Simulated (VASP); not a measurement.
# Ti (P6_3/mmc) in VASP: further runs

Runs on Ti. Level: r2SCAN. Tasks: single point.

All numbers are computed with VASP 6.6.1; they aren't measurements. Logs are shortened: lines on timing, memory, paths and dates and some standing lists are left out, and cuts for length are marked.

### Step 1. The cell of the first run

The structure is hexagonal, space group P6_3/mmc (No. 194). Conventional cell: a = 2.932 Å, b = 2.932 Å, c = 4.641 Å, α = 90.00°, β = 90.00°, γ = 120.00°. Within 3.8 Å of Ti (site symmetry -6m2) lie 12 Ti at 2.87 to 2.93 Å.

### Step 2. Single point, r2SCAN

Input file POSCAR:

```
Ti
1.0
    2.9317489106      0.0000000000      0.0000000000
   -1.4658744553      2.5389690341      0.0000000000
    0.0000000000      0.0000000000      9.2825206889
Ti
4
Direct
    0.0000000000      0.0000000000      0.0000000000
    0.3333333333      0.6666666667      0.2500000000
    0.0000000000      0.0000000000      0.5000000000
    0.3333333333      0.6666666667      0.7500000000
```

Input file INCAR.step1:

```
  ALGO = Normal
  EDIFF = 1E-5
  ENCUT = 440
  GGA = PE
  GGA_COMPAT = F
  ISMEAR = 1
  LASPH = T
  LCHARG = F
  LREAL = F
  LWAVE = T
  NBANDS = 32
  NELM = 120
  PREC = Accurate
  SIGMA = 0.1
```

Input file INCAR.step2:

```
  ALGO = Normal
  EDIFF = 1E-6
  ENCUT = 440
  GGA_COMPAT = F
  ISIF = 2
  ISMEAR = 1
  ISTART = 1
  LASPH = T
  LCHARG = T
  LELF = T
  LMIXTAU = T
  LREAL = F
  LVHAR = T
  LWAVE = F
  METAGGA = R2SCAN
  NBANDS = 32
  NELM = 120
  PREC = Accurate
  SIGMA = 0.1
```

Input file KPOINTS:

```
k-points
0
Gamma
  18 18 9
```

Potentials or basis: VASP PAW PBE potentials, release 64 (Ti_sv).

The run is started by

```
$ cat potpaw_PBE.64/Ti_sv/POTCAR > POTCAR
$ cp INCAR.step1 INCAR
$ mpirun -np 1 vasp_std > vasp.out
$ cp INCAR.step2 INCAR
$ mpirun -np 1 vasp_std > vasp.out
```

OUTCAR:

```text
EDIFF = 1E-6
   ENCUT = 440
   ISIF = 2
   ISMEAR = 1
   ISTART = 1
   LASPH = T
   LREAL = F
   METAGGA = R2SCAN
   NELM = 120
   PREC = Accurate

 ion  position               nearest neighbor table
   1  0.000  0.000  0.000-   2 2.87   4 2.87   2 2.87   4 2.87   2 2.87   4 2.87
   2  0.333  0.667  0.250-   1 2.87   3 2.87   1 2.87   3 2.87   1 2.87   3 2.87
   3  0.000  0.000  0.500-   2 2.87   4 2.87   2 2.87   4 2.87   2 2.87   4 2.87
   4  0.333  0.667  0.750-   1 2.87   3 2.87   1 2.87   3 2.87   1 2.87   3 2.87

  LATTYP: Found a hexagonal cell.
 ALAT       =     2.9317489106
 C/A-ratio  =     3.1662058969

  Lattice vectors:

 A1 = (   2.9317489106,   0.0000000000,   0.0000000000)
 A2 = (  -1.4658744553,   2.5389690341,   0.0000000000)
 A3 = (   0.0000000000,   0.0000000000,   9.2825206889)

Analysis of symmetry for initial positions (statically):
=====================================================================
 Subroutine PRICEL returns following result:

  LATTYP: Found a hexagonal cell.
 ALAT       =     2.9317489106
 C/A-ratio  =     1.5831029484

  Lattice vectors:

 A1 = (   2.9317489106,   0.0000000000,   0.0000000000)
 A2 = (  -1.4658744553,   2.5389690341,   0.0000000000)
 A3 = (   0.0000000000,   0.0000000000,   4.6412603444)

   2 primitive cells build up your supercell.

 Routine SETGRP: Setting up the symmetry group for a
 hexagonal supercell.

 Subroutine GETGRP returns: Found 24 space group operations
 (whereof 12 operations were pure point group operations)
 out of a pool of 24 trial point group operations.

The static configuration has the point symmetry D_3h.
 The point group associated with its full space group is D_6h.

Analysis of symmetry for dynamics (positions and initial velocities):
=====================================================================
 Subroutine PRICEL returns following result:

  LATTYP: Found a hexagonal cell.
 ALAT       =     2.9317489106
 C/A-ratio  =     1.5831029484

  Lattice vectors:

 A1 = (   2.9317489106,   0.0000000000,   0.0000000000)
 A2 = (  -1.4658744553,   2.5389690341,   0.0000000000)
 A3 = (   0.0000000000,   0.0000000000,   4.6412603444)

   2 primitive cells build up your supercell.

 Routine SETGRP: Setting up the symmetry group for a
 hexagonal supercell.

 Subroutine GETGRP returns: Found 24 space group operations
 (whereof 12 operations were pure point group operations)
[... 96 lines left out ...]
   ICHARG =      0    charge: 1-file 2-atom 10-const
   ISPIN  =      1    spin polarized calculation?
   LNONCOLLINEAR =      F non collinear calculations
   LSORBIT =      F    spin-orbit coupling
   LASPH  =      T    aspherical Exc in radial PAW
   ENCUT  =  440.0 eV  32.34 Ry    5.69 a.u.   5.01  5.01 15.88*2*pi/ulx,y,z
   NELM   =    120;   NELMIN=  2; NELMDL=  0     # of ELM steps
   EDIFF  = 0.1E-05   stopping-criterion for ELM
   LREAL  =      F    real-space projection
   EDIFFG = 0.1E-04   stopping-criterion for IOM
   NSW    =      0    number of steps for IOM
   IBRION =     -1    ionic relax: 0-MD 1-quasi-New 2-CG
   NFREE  =      0    steps in history (QN), initial steepest desc. (CG)
   ISIF   =      2    stress and relaxation
   ISYM   =      2    0-nonsym 1-usesym 2-fastsym
   POTIM  = 0.5000    time-step for ionic-motion
   TEBEG  =    0.0;   TEEND  =   0.0 temperature during run
   PSTRESS=    0.0 pullay stress
   NELECT =      48.0000    total number of electrons
   NUPDOWN=      -1.0000    fix difference up-down
   EMIN   =  10.00;   EMAX   =-10.00  energy-range for DOS
   EFERMI =   0.00;   METHOD = LEGACY
   ISMEAR =     1;   SIGMA  =   0.10  broadening in eV -4-tet -1-fermi 0-gaus
   EFERMI_NEDOS =   21; number of points for ismear=-14 and -15
   IALGO  =     38    algorithm
   IMIX   =      4    mixing-type and parameters
     AMIX     =   0.40;   BMIX     =  1.00
     AMIX_MAG =   1.60;   BMIX_MAG =  1.00
  volume/ion in A,a.u.               =      17.27       116.57
  Fermi-wavevector in a.u.,A,eV,Ry     =   1.449902  2.739917 28.602369  2.102215
  Thomas-Fermi vector in A             =   2.567575
   LORBIT       =      0    0 simple, 1 ext, 2 COOP (PROOUT), +10 PAW based schemes
   METAGGA = R2SCAN    functional components
   LHFCALC =     F    Hartree Fock is set to
   AEXX    =    0.0000 exact exchange contribution
   IVDW    =     0    specifies the selected vdW correction
   LEPSILON=     F    determine dielectric tensor
   LRPA    =     F    only Hartree local field effects (RPA)
 non-spin polarized calculation
 Methfessel and Paxton  Order N= 1 SIGMA  =   0.10
  energy-cutoff  :      440.00
  volume of cell :       69.10
 maximum number of plane-waves:      1479
 NGX is ok and might be reduce to    20
   NGX =  9   NGY =  9   NGZ = 31

 number of electron      48.0000020 magnetization

 Free energy of the ion-electron system (eV)
  ---------------------------------------------------
  ext. energy  EPLUGINS =         0.00000000
  ---------------------------------------------------
  free energy    TOTEN  =       -51.78207641 eV

  energy without entropy =      -51.78326529  energy(sigma->0) =      -51.78247270

 E-fermi :   8.4720     XC(G=0): -12.4237

 val. band max:        8.4675385427   @ k =   0.0556   0.0556   0.2222
 cond. band min:       8.4751258855   @ k =   0.1667   0.0000   0.0000
 fundamental gap:      0.0075873429
 Fermi energy:         8.4719599643

 k-point     1 :       0.0000    0.0000    0.0000
  band No.  band energies     occupation
      1     -50.7663      2.00000
      2     -50.6929      2.00000
      3     -50.6929      2.00000
      4     -50.6192      2.00000
      5     -26.3404      2.00000
      6     -25.9730      2.00000
[... 829 lines left out ...]
     31      10.4711     -0.00000
     32      11.7587      0.00000

 [... further k-points ...]
[... 5 lines left out ...]
  --------------------------------------------------------------------------------------
  -------------------------------------------------------------------------------------
  Total        0.1036081      0.1036081     -0.0408670      0.0000000     -0.0000000     -0.0000000
  in kB        2.4024493      2.4024493     -0.9476189      0.0000000     -0.0000000     -0.0000000
  external PRESSURE =       1.2857599 kB  Pullay stress =       0.0000000 kB

 VOLUME and BASIS-vectors are now :
 -----------------------------------------------------------------------------
  energy-cutoff  :      440.00
  volume of cell :       69.10
      direct lattice vectors                 reciprocal lattice vectors
     2.931748911  0.000000000  0.000000000     0.341093330  0.196930326  0.000000000
    -1.465874455  2.538969034  0.000000000     0.000000000  0.393860652  0.000000000
     0.000000000  0.000000000  9.282520689     0.000000000  0.000000000  0.107729359

 POSITION                                       TOTAL-FORCE (eV/Angst)
 -----------------------------------------------------------------------------------
      0.00000      0.00000      0.00000         0.000000     -0.000000      0.000000
     -0.00000      1.69265      2.32063        -0.000000      0.000000     -0.000000
      0.00000      0.00000      4.64126         0.000000     -0.000000      0.000000
     -0.00000      1.69265      6.96189        -0.000000      0.000000      0.000000
 -----------------------------------------------------------------------------------
    total drift:                                0.000001     -0.000001     -0.000000

  FREE ENERGIE OF THE ION-ELECTRON SYSTEM (eV)
  ---------------------------------------------------
  free  energy   TOTEN  =       -51.7820764093 eV

  energy  without entropy=      -51.7832652876  energy(sigma->0) =      -51.78247270
```

OSZICAR.step1:

```text
N       E                     dE             d eps       ncg     rms          rms(c)
DAV:   1     0.581875101854E+03    0.58188E+03   -0.22057E+04 11840   0.169E+03
DAV:   2     0.378398797436E+02   -0.54404E+03   -0.53099E+03 12032   0.523E+02
DAV:   3    -0.290991102124E+02   -0.66939E+02   -0.63971E+02 19360   0.158E+02
DAV:   4    -0.351700628871E+02   -0.60710E+01   -0.60167E+01 17240   0.450E+01
DAV:   5    -0.354663499669E+02   -0.29629E+00   -0.29608E+00 18424   0.880E+00    0.169E+01
DAV:   6    -0.313044645882E+02    0.41619E+01   -0.14519E+01 14392   0.327E+01    0.423E+00
DAV:   7    -0.312886275490E+02    0.15837E-01   -0.17257E+00 17264   0.770E+00    0.294E+00
DAV:   8    -0.313487115831E+02   -0.60084E-01   -0.49052E-01 14544   0.639E+00    0.956E-01
DAV:   9    -0.313295310722E+02    0.19181E-01   -0.10681E-01 15040   0.266E+00    0.746E-02
DAV:  10    -0.313298714141E+02   -0.34034E-03   -0.58571E-03 17400   0.414E-01    0.154E-01
DAV:  11    -0.313300413706E+02   -0.16996E-03   -0.77016E-04 13976   0.170E-01    0.457E-02
DAV:  12    -0.313300183518E+02    0.23019E-04   -0.18047E-04 14256   0.906E-02    0.175E-02
DAV:  13    -0.313300162970E+02    0.20548E-05   -0.67766E-06 10048   0.236E-02
   1 F= -.31330016E+02 E0= -.31330726E+02  d E =0.212996E-02
```

It took 43 min on 1 thread of Intel Xeon 8259CL, shared host; peak memory 0.31 GiB.

What came out:

| Quantity | Value |
| --- | --- |
| Free energy | -51.7821 eV |
| Pressure | 0.1 GPa |
| Band gap on the k mesh | zero (bands 24 and 25 overlap by 1.24 eV) |

Caveat: the PAW data sets were made with another functional, which shifts forces and pressure a little.

### Step 3. Single point, r2SCAN

Input file POSCAR:

```
Ti
1.0
    2.9317488937      0.0000000000      0.0000000000
   -1.4658744469      2.5389690488      0.0000000000
    0.0000000000      0.0000000000      9.3007206284
Ti
4
Direct
    0.0000000000      0.0000000000      0.0000000000
    0.3333330000      0.6666670000      0.2500000000
    0.0000000000      0.0000000000      0.5000000000
    0.3333330000      0.6666670000      0.7500000000
```

Input file INCAR.step1:

```
SYSTEM = Ti
  PREC = Accurate
  ENCUT = 440
  ISMEAR = 1
  SIGMA = 0.1
  LREAL = .False.
  LASPH = .True.
  NELM = 120
  NBANDS = 32
  GGA = PE
  ALGO = Normal
  EDIFF = 1E-5
  LWAVE = .True.
  LCHARG = .False.
  GGA_COMPAT = .False.
```

Input file INCAR.step2:

```
SYSTEM = Ti
  PREC = Accurate
  ENCUT = 440
  EDIFF = 1E-6
  ISMEAR = 1
  SIGMA = 0.1
  LREAL = .False.
  LASPH = .True.
  NELM = 120
  ALGO = Normal
  ISIF = 2
  LWAVE = .False.
  LCHARG = .True.
  METAGGA = R2SCAN
  LMIXTAU = .True.
  LELF = .True.
  LVHAR = .True.
  NBANDS = 32
  ISTART = 1
  GGA_COMPAT = .False.
```

Input file KPOINTS:

```
Automatic mesh
0
Gamma
  18 18 9
  0 0 0
```

Potentials or basis: VASP PAW PBE potentials, release 64 (Ti_sv).

The run is started by

```
$ cat potpaw_PBE.64/Ti_sv/POTCAR > POTCAR
$ cp INCAR.step1 INCAR
$ mpirun -np 1 vasp_std > vasp.out
$ cp INCAR.step2 INCAR
$ mpirun -np 1 vasp_std > vasp.out
```

Run time: 48 min. Hardware: 1 thread of Intel Xeon 8259CL, shared host; peak memory 0.31 GiB.

Results (log left out):

- Free energy: -51.7824 eV
- Pressure: -0.1 GPa
- Band gap on the k mesh: zero (bands 24 and 25 overlap by 1.24 eV)

Stress tensor (GPa, compression positive):
```
 0.09  0.00  0.00
 0.00  0.09  0.00
 0.00  0.00 -0.48
```

Levels at points of the mesh, in eV from the Fermi level:
```
           k point  band 21  band 22  band 23  band 24  band 25  band 26  band 27  band 28
(0.00, 0.00, 0.00)     0.04     0.04     0.54     0.78     0.78     0.78     0.78     0.86
(0.50, 0.00, 0.00)    -1.96    -0.89    -0.89    -0.84     0.61     0.68     1.24     1.24
```

Caveat: the PAW data sets were made with another functional, which shifts forces and pressure a little.
